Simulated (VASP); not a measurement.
# Mo in VASP: single point with PBE+D3(BJ)

Aim: the single point of Mo with PBE+D3(BJ).

Everything below comes from runs of VASP 6.6.1. Logs are shortened: lines on timing, memory, paths and dates and some standing lists are left out, and cuts for length are marked.

## 1. The cell of the first run

The cell holds a slab with vacuum, 4 atoms: a = 3.165 Å, b = 3.165 Å, c = 25.687 Å, α = 90.00°, β = 90.00°, γ = 90.00°.

## 2. Single point, PBE+D3(BJ)

The input, INCAR:

```
PREC = Accurate
ENCUT = 400
EDIFF = 1E-6
ISMEAR = 1
SIGMA = 0.1
LREAL = False
LASPH = True
NELM = 120
ALGO = Normal
ISIF = 2
LWAVE = False
LCHARG = False
LDIPOL = True
IDIPOL = 3
DIPOL = 0.5 0.5 0.660
GGA = PE
IVDW = 12
NBANDS = 36
GGA_COMPAT = False
NELMDL = -8
```

The input, KPOINTS:

```
regular mesh
0
Gamma
  10 10 1
```

The input, POSCAR:

```
Mo
1.0
    3.1646185137      0.0000000000      0.0000000000
    0.0000000000      3.1646185137      0.0000000000
    0.0000000000      0.0000000000     25.6866380807
Mo
4
Direct
    0.0000000000      0.0000000000      0.5721604848
    0.5000000000      0.5000000000      0.6283549484
    1.0000000000      0.0000000000      0.6936966546
    0.5000000000      0.5000000000      0.7463324036
```

Potentials or basis: VASP PAW PBE potentials, release 64 (Mo_sv).

Run with:

```sh
> cat potpaw_PBE.64/Mo_sv/POTCAR > POTCAR
> mpirun -np 1 vasp_std > vasp.out
```

OUTCAR:

```text
PREC = Accurate
   ENCUT = 400
   EDIFF = 1E-6
   ISMEAR = 1
   LREAL = False
   LASPH = True
   NELM = 120
   ISIF = 2
   GGA = PE
   IVDW = 12
   NELMDL = -8
 IVDW          = 12

 ion  position               nearest neighbor table
   1  0.000  0.000  0.572-   2 2.66   2 2.66   2 2.66   2 2.66   3 3.12
   2  0.500  0.500  0.628-   1 2.66   1 2.66   1 2.66   1 2.66   3 2.80   3 2.80   3 2.80   3 2.80
                             4 3.03
   3  0.000  0.000  0.694-   4 2.61   4 2.61   4 2.61   4 2.61   2 2.80   2 2.80   2 2.80   2 2.80
                             1 3.12
   4  0.500  0.500  0.746-   3 2.61   3 2.61   3 2.61   3 2.61   2 3.03

  LATTYP: Found a simple tetragonal cell.
 ALAT       =     3.1646185137
 C/A-ratio  =     8.1168197587

  Lattice vectors:

 A1 = (   3.1646185137,   0.0000000000,   0.0000000000)
 A2 = (   0.0000000000,   3.1646185137,   0.0000000000)
 A3 = (   0.0000000000,   0.0000000000,  25.6866380807)

Analysis of symmetry for initial positions (statically):
=====================================================================
 Subroutine PRICEL returns:
 Original cell was already a primitive cell.

 Routine SETGRP: Setting up the symmetry group for a
 simple tetragonal supercell.

 Subroutine GETGRP returns: Found  8 space group operations
 (whereof  8 operations were pure point group operations)
 out of a pool of 16 trial point group operations.

The static configuration has the point symmetry C_4v.

Analysis of symmetry for dynamics (positions and initial velocities):
=====================================================================
 Subroutine PRICEL returns:
 Original cell was already a primitive cell.

 Routine SETGRP: Setting up the symmetry group for a
 simple tetragonal supercell.

 Subroutine GETGRP returns: Found  8 space group operations
 (whereof  8 operations were pure point group operations)
 out of a pool of 16 trial point group operations.

The dynamic configuration has the point symmetry C_4v.

 Subroutine INISYM returns: Found  8 space group operations
 (whereof  8 operations are pure point group operations),
 and found     1 'primitive' translations

----------------------------------------------------------------------------------------

                                     Primitive cell

  volume of cell :     257.2468

  direct lattice vectors                    reciprocal lattice vectors
     3.164618514  0.000000000  0.000000000     0.315993854  0.000000000  0.000000000
     0.000000000  3.164618514  0.000000000     0.000000000  0.315993854  0.000000000
     0.000000000  0.000000000 25.686638081     0.000000000  0.000000000  0.038930747

  length of vectors
     3.164618514  3.164618514 25.686638081     0.315993854  0.315993854  0.038930747

  position of ions in fractional coordinates (direct lattice)
     0.000000000  0.000000000  0.572160485
     0.500000000  0.500000000  0.628354948
     0.000000000  0.000000000  0.693696655
     0.500000000  0.500000000  0.746332404

  ion indices of the primitive-cell ions
   primitive index   ion index
                 1           1
                 2           2
                 3           3
                 4           4

----------------------------------------------------------------------------------------

 KPOINTS: regular mesh

Automatic generation of k-mesh.
 Grid dimensions read from file:
 generate k-points for:   10   10    1

 Generating k-lattice:

  Cartesian coordinates                     Fractional coordinates (reciprocal lattice)
     0.031599385  0.000000000  0.000000000     0.100000000  0.000000000  0.000000000
     0.000000000  0.031599385  0.000000000     0.000000000  0.100000000  0.000000000
     0.000000000  0.000000000  0.038930747     0.000000000  0.000000000  1.000000000

  Length of vectors
     0.031599385  0.031599385  0.038930747

  Shift w.r.t. Gamma in fractional coordinates (k-lattice)
     0.000000000  0.000000000  0.000000000

 Subroutine IBZKPT returns following result:
 ===========================================

 Found     21 irreducible k-points:

 Following reciprocal coordinates:
            Coordinates               Weight
  0.000000  0.000000  0.000000      1.000000
  0.100000  0.000000  0.000000      4.000000
  0.200000  0.000000  0.000000      4.000000
  0.300000  0.000000  0.000000      4.000000
  0.400000  0.000000  0.000000      4.000000
  0.500000  0.000000  0.000000      2.000000
[... 13 lines left out ...]
  0.500000  0.400000  0.000000      4.000000
  0.500000  0.500000  0.000000      1.000000
   k-points           NKPTS =     21   k-points in BZ     NKDIM =     21   number of bands    NBANDS=     36
   number of dos      NEDOS =    301   number of ions     NIONS =      4
   total plane-waves  NPLWV =  96768
   dimension x,y,z NGX =    24 NGY =   24 NGZ =  168
   dimension x,y,z NGXF=    48 NGYF=   48 NGZF=  336
   ions per type =               4
   NGX,Y,Z   is equivalent  to a cutoff of  12.61, 12.61, 10.87 a.u.
   NGXF,Y,Z  is equivalent  to a cutoff of  25.22, 25.22, 21.75 a.u.
 SYSTEM =  unknown system
   PREC   = accura    normal or accurate (medium, high low for compatibility)
   ISTART =      0    job   : 0-new  1-cont  2-samecut
   ICHARG =      2    charge: 1-file 2-atom 10-const
   ISPIN  =      1    spin polarized calculation?
   LNONCOLLINEAR =      F non collinear calculations
   LSORBIT =      F    spin-orbit coupling
   LASPH  =      T    aspherical Exc in radial PAW
   ENCUT  =  400.0 eV  29.40 Ry    5.42 a.u.   5.16  5.16 41.89*2*pi/ulx,y,z
   NELM   =    120;   NELMIN=  2; NELMDL= -8     # of ELM steps
   EDIFF  = 0.1E-05   stopping-criterion for ELM
   LREAL  =      F    real-space projection
   EDIFFG = 0.1E-04   stopping-criterion for IOM
   NSW    =      0    number of steps for IOM
   IBRION =     -1    ionic relax: 0-MD 1-quasi-New 2-CG
   NFREE  =      0    steps in history (QN), initial steepest desc. (CG)
   ISIF   =      2    stress and relaxation
   ISYM   =      2    0-nonsym 1-usesym 2-fastsym
   POTIM  = 0.5000    time-step for ionic-motion
   TEBEG  =    0.0;   TEEND  =   0.0 temperature during run
   PSTRESS=    0.0 pullay stress
   NELECT =      56.0000    total number of electrons
   NUPDOWN=      -1.0000    fix difference up-down
   EMIN   =  10.00;   EMAX   =-10.00  energy-range for DOS
   EFERMI =   0.00;   METHOD = LEGACY
   ISMEAR =     1;   SIGMA  =   0.10  broadening in eV -4-tet -1-fermi 0-gaus
   EFERMI_NEDOS =   21; number of points for ismear=-14 and -15
   IALGO  =     38    algorithm
   IMIX   =      4    mixing-type and parameters
     AMIX     =   0.40;   BMIX     =  1.00
     AMIX_MAG =   1.60;   BMIX_MAG =  1.00
  volume/ion in A,a.u.               =      64.31       434.00
  Fermi-wavevector in a.u.,A,eV,Ry     =   0.984814  1.861028 13.195725  0.969858
  Thomas-Fermi vector in A             =   2.116075
   LORBIT       =      0    0 simple, 1 ext, 2 COOP (PROOUT), +10 PAW based schemes
   GGA     = PE    functional components
   LHFCALC =     F    Hartree Fock is set to
   AEXX    =    0.0000 exact exchange contribution
   IVDW    =    12    specifies the selected vdW correction
   LEPSILON=     F    determine dielectric tensor
   LRPA    =     F    only Hartree local field effects (RPA)
 non-spin polarized calculation
 Methfessel and Paxton  Order N= 1 SIGMA  =   0.10
  energy-cutoff  :      400.00
  volume of cell :      257.25
 maximum number of plane-waves:      4707
 NGX is ok and might be reduce to    24
   NGX = 11   NGY = 11   NGZ = 83

 dipolmoment           0.000000      0.000000     -0.002319 electrons x Angstroem

 number of electron      56.0000009 magnetization

 dipolmoment           0.000000      0.000000      0.001867 electrons x Angstroem

 Free energy of the ion-electron system (eV)
  ---------------------------------------------------
  ext. energy  EPLUGINS =         0.00000000
  ---------------------------------------------------
  free energy    TOTEN  =       -39.71614007 eV

  energy without entropy =      -39.71486422  energy(sigma->0) =      -39.71571478

 E-fermi :   0.1863     XC(G=0):  -4.1415

 val. band max:        0.1825830629   @ k =   0.1000   0.0000   0.0000
 cond. band min:       0.1918462971   @ k =   0.5000   0.3000   0.0000
 fundamental gap:      0.0092632342
 Fermi energy:         0.1862920262

 k-point     1 :       0.0000    0.0000    0.0000
  band No.  band energies     occupation
      1     -60.7212      2.00000
      2     -60.5720      2.00000
      3     -60.2715      2.00000
      4     -60.1709      2.00000
      5     -34.9543      2.00000
      6     -34.9373      2.00000
[... 28 lines left out ...]
     35       2.4475      0.00000
     36       3.0498      0.00000

 k-point     2 :       0.1000    0.0000    0.0000
  band No.  band energies     occupation
      1     -60.7106      2.00000
      2     -60.5664      2.00000
      3     -60.2752      2.00000
      4     -60.1764      2.00000
      5     -35.0099      2.00000
      6     -34.9735      2.00000
[... 28 lines left out ...]
     35       2.2496      0.00000
     36       2.5517      0.00000

 k-point     3 :       0.2000    0.0000    0.0000
  band No.  band energies     occupation
      1     -60.6808      2.00000
      2     -60.5519      2.00000
      3     -60.2860      2.00000
      4     -60.1919      2.00000
      5     -35.1126      2.00000
      6     -35.0705      2.00000
[... 28 lines left out ...]
     35       2.4338      0.00000
     36       2.4838      0.00000
[... 625 lines left out ...]
 k-point    20 :       0.5000    0.4000    0.0000
  band No.  band energies     occupation
      1     -60.5474      2.00000
      2     -60.5137      2.00000
      3     -60.3057      2.00000
      4     -60.2235      2.00000
      5     -35.3153      2.00000
      6     -35.3091      2.00000
[... 28 lines left out ...]
     35       2.9998      0.00000
     36       3.0216      0.00000

 k-point    21 :       0.5000    0.5000    0.0000
  band No.  band energies     occupation
      1     -60.5454      2.00000
      2     -60.5117      2.00000
      3     -60.3038      2.00000
      4     -60.2215      2.00000
      5     -35.3427      2.00000
      6     -35.3427      2.00000
[... 28 lines left out ...]
     35       3.0761      0.00000
     36       3.1022      0.00000

------------------------ aborting loop because EDIFF is reached ----------------------------------------

 vacuum level on the upper side and lower side of the slab       (xc-potential included)         0.009        -0.024

 Edisp (eV)   -1.79414

 E8    (eV) :    -0.8883

  FORCE on cell =-STRESS in cart. coord.  units (eV):
  Direction    XX          YY          ZZ          XY          YZ          ZX
  --------------------------------------------------------------------------------------
  -------------------------------------------------------------------------------------
  Total      -6.31138    -6.31138    -1.91447     0.00000    -0.00000     0.00000
  in kB     -39.30835   -39.30835   -11.92363     0.00000    -0.00000     0.00000
  external pressure =      -30.18 kB  Pullay stress =        0.00 kB

 VOLUME and BASIS-vectors are now :
 -----------------------------------------------------------------------------
  energy-cutoff  :      400.00
  volume of cell :      257.25
      direct lattice vectors                 reciprocal lattice vectors
     3.164618514  0.000000000  0.000000000     0.315993854  0.000000000  0.000000000
     0.000000000  3.164618514  0.000000000     0.000000000  0.315993854  0.000000000
     0.000000000  0.000000000 25.686638081     0.000000000  0.000000000  0.038930747

 POSITION                                       TOTAL-FORCE (eV/Angst)
 -----------------------------------------------------------------------------------
      0.00000      0.00000     14.69688         0.000000      0.000000      0.920072
      1.58231      1.58231     16.14033         0.000000      0.000000     -0.806007
      0.00000      0.00000     17.81873         0.000000      0.000000     -0.133435
      1.58231      1.58231     19.17077        -0.000000     -0.000000      0.019370
 -----------------------------------------------------------------------------------
    total drift:                                0.000000     -0.000000      0.000016

  FREE ENERGIE OF THE ION-ELECTRON SYSTEM (eV)
  ---------------------------------------------------
  free  energy   TOTEN  =       -41.5102827871 eV

  energy  without entropy=      -41.5090069330  energy(sigma->0) =      -41.50985750

 vacuum level on the upper side and lower side of the slab         3.989         3.956
```

Run time: 3 min. Hardware: 1 thread of Intel Xeon Platinum 8488C (Sapphire Rapids), shared host; peak memory 0.34 GiB.

What came out:

| Property | Result |
| --- | --- |
| Free energy | -41.5103 eV |
| Largest force | 0.920 eV/Å |
| Band gap on the k mesh | zero (band 28 reaches 1.74 eV, above the bottom of band 29 at -0.06 eV) |
| Dispersion energy per atom | -0.449 eV |

Forces in eV/Å, atoms in the order of the input:
```
Mo   0.000  0.000  0.920
Mo   0.000  0.000 -0.806
Mo   0.000  0.000 -0.133
Mo   0.000  0.000  0.019
```

Levels at points of the mesh, in eV from the Fermi level:
```
           k point  band 25  band 26  band 27  band 28  band 29  band 30  band 31  band 32
(0.00, 0.00, 0.00)    -0.87    -0.40    -0.27    -0.27    -0.08     0.12     0.13     0.92
(0.50, 0.00, 0.00)    -0.97    -0.91    -0.13    -0.11     0.90     1.15     1.52     1.71
(0.50, 0.50, 0.00)    -1.01    -1.01     1.55     1.55     1.55     1.63     2.21     2.37
```
